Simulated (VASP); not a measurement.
Set up this calculation in VASP 6.6.1, as the native input.

| Quantity | Value |
| --- | --- |
| Task | relaxation of cell and atoms |
| Functional | PBEsol |
| Potentials or basis | VASP PAW PBE potentials, release 64 (Ca_sv, Ge_d, H) |
| Cutoff | 600 eV |
| k mesh | 6 × 6 × 6 |
| Occupations | fermi-dirac, width 0.03 eV |
| Spin | no spin polarisation |
| Dipole correction | no |
| Further INCAR settings | ALGO = Normal; EDIFF = 1e-06; IBRION = 2; EDIFFG = -0.01; NSW = 100; ISIF = 3 |

The structure of CaGeH6 lies in POSCAR:

```
CaGeH6
1.0
    2.5869362800      1.4935683600      4.4081377300
   -2.5869362800      1.4935683600      4.4081377300
    0.0000000000     -2.9871367200      4.4081377300
Ca Ge H
1 1 6
Direct
    0.5000000000      0.5000000000      0.5000000000
    0.0000000000      0.0000000000      0.0000000000
    0.6716176500      0.8424555800      0.2422443300
    0.8424555800      0.2422443300      0.6716176500
    0.7577556700      0.3283823500      0.1575444200
    0.1575444200      0.7577556700      0.3283823500
    0.3283823500      0.1575444200      0.7577556700
    0.2422443300      0.6716176500      0.8424555800
```

The input as run:

INCAR

```
SYSTEM = CaGeH6
PREC     = Accurate       ! precision mode
ENCUT    = 600            ! plane-wave cutoff, eV
EDIFF    = 1E-6           ! SCF threshold, eV
ISMEAR   = -1             ! smearing method
SIGMA    = 0.03           ! smearing width, eV
LREAL    = .FALSE.        ! projectors in reciprocal space
LASPH    = .TRUE.         ! aspherical terms in the spheres
NELM     = 80             ! most SCF steps
ALGO     = Normal         ! electronic algorithm
ISIF     = 3              ! what is computed and relaxed
LWAVE    = .FALSE.        ! write WAVECAR
LCHARG   = .FALSE.        ! write CHGCAR
GGA      = PS             ! functional
IBRION   = 2              ! ionic algorithm
NSW      = 100            ! ionic steps
EDIFFG   = -0.01          ! ionic threshold
```

KPOINTS

```
regular mesh
0
G
  6 6 6
  0 0 0
```

Potentials or basis: VASP PAW PBE potentials, release 64 (Ca_sv, Ge_d, H).

Launch:

```bash
$ cat potpaw_PBE.64/Ca_sv/POTCAR potpaw_PBE.64/Ge_d/POTCAR potpaw_PBE.64/H/POTCAR > POTCAR
$ mpirun -np 1 vasp_std > vasp.out
```

It gave:

- Relaxed volume: 9.55 Å³/atom
- Relaxed cell: a = 5.003 Å, b = 5.003 Å, c = 5.003 Å, α = 54.13°, β = 54.13°, γ = 54.13°
- Space group after relaxing (to 0.1 Å): R-3 (No. 148)
- Energy gained by relaxing: 241.1 meV/atom
- Ionic steps: 36
- Pressure after relaxing: 0.1 GPa
- Largest force after relaxing: 0.008 eV/Å
- Band gap on the k mesh: 0.09 eV (least direct gap 1.73 eV)

Caveat: the volume moved by over 15 % at a fixed basis, so the end points are rough; the PAW data sets were made with another functional, which shifts forces and pressure a little.

Wall time 58 min on 1 thread of Intel(R) Xeon(R) Platinum 8488C (Sapphire Rapids), on a shared host, peak memory 0.4 GiB.
